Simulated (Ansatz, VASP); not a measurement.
# Two plane-wave programs on AlN

POSCAR

```
AlN
1.0
   -3.1066653375      0.0000000000      0.0000000000
   -1.5533326688     -2.6904511034      0.0000000000
    0.0000000000      0.0000000000     15.9568096770
Al N
4 4
Direct
    0.3333333333      0.3333333333      0.4084583580
    0.3333333333      0.3333333333      0.0964658645
    0.6666666667      0.6666666667      0.5644546047
    0.6666666667      0.6666666667      0.2524621112
    0.3333333333      0.3333333333      0.5275191224
    0.3333333333      0.3333333333      0.2155266289
    0.6666666667      0.6666666667      0.0595303822
    0.6666666667      0.6666666667      0.3715228757
```

Contents of INCAR.step1:

```
SYSTEM = AlN
PREC = Accurate ; ENCUT = 520
ISMEAR = 0 ; SIGMA = 0.05
LREAL = .FALSE. ; LASPH = .TRUE.
NELM = 60 ; NBANDS = 26
GGA = PE ; ALGO = Normal
EDIFF = 1E-4 ; LWAVE = .TRUE.
LCHARG = .FALSE.
```

The input INCAR.step2:

```
SYSTEM = AlN
PREC = Accurate ; ENCUT = 520
EDIFF = 1E-6 ; ISMEAR = 0
SIGMA = 0.05 ; LREAL = .FALSE.
LASPH = .TRUE. ; NELM = 60
ALGO = Normal ; ISIF = 2
LWAVE = .FALSE. ; LCHARG = .FALSE.
METAGGA = R2SCAN ; LMIXTAU = .TRUE.
NBANDS = 26 ; ISTART = 1
```

File KPOINTS:

```
Automatic mesh
0
G
  8 8 3
  0 0 0
```

Input for Ansatz:

```yaml
crystal:
  lattice:
    - [-3.1066653375, 0.0, 0.0]
    - [-1.5533326688, -2.6904511034, 0.0]
    - [0.0, 0.0, 15.956809677]
  atoms:
    - { symbol: Al, position: [0.3333333333, 0.3333333333, 0.408458358] }
    - { symbol: Al, position: [0.3333333333, 0.3333333333, 0.0964658645] }
    - { symbol: Al, position: [0.6666666667, 0.6666666667, 0.5644546047] }
    - { symbol: Al, position: [0.6666666667, 0.6666666667, 0.2524621112] }
    - { symbol: "N", position: [0.3333333333, 0.3333333333, 0.5275191224] }
    - { symbol: "N", position: [0.3333333333, 0.3333333333, 0.2155266289] }
    - { symbol: "N", position: [0.6666666667, 0.6666666667, 0.0595303822] }
    - { symbol: "N", position: [0.6666666667, 0.6666666667, 0.3715228757] }
basis:
  ecutwfc: 500
kpoints:
  mp_grid: { grid: [8, 8, 3] }
hamiltonian:
  xc: r2scan
scf:
  occupations: { method: gaussian, width: 0.05 }
output:
  forces: true
  stress: true
  eigenvalues: true
```

Alike in both runs: task single point; functional r2SCAN; k mesh 8 × 8 × 3; occupations gaussian, width 0.05 eV; no spin polarisation.

```csv
,VASP,Ansatz
version,VASP 6.6.1,Ansatz 0.2.0
potentials or method,"VASP PAW PBE potentials, release 64 (Al, N), cutoff 520 eV","scalar-relativistic, plane waves, PAW"
valence electrons in the cell,32,32
```

|  | VASP | Ansatz | Ansatz less VASP |
| --- | --- | --- | --- |
| gap on the k mesh at the Fermi level (eV) | none | none | - |
| rms of the force components (eV/Å) | 0.865 | 0.868 | +0.0031 |

VASP's potentials were made for PBE, not for r2SCAN. Atom by atom the forces differ by 0.009 eV/Å (rms over components). A gap of «none» marks a metal or a gap that the smearing closes. The functional is the same, so the differences come from potentials, cutoffs and numerics.
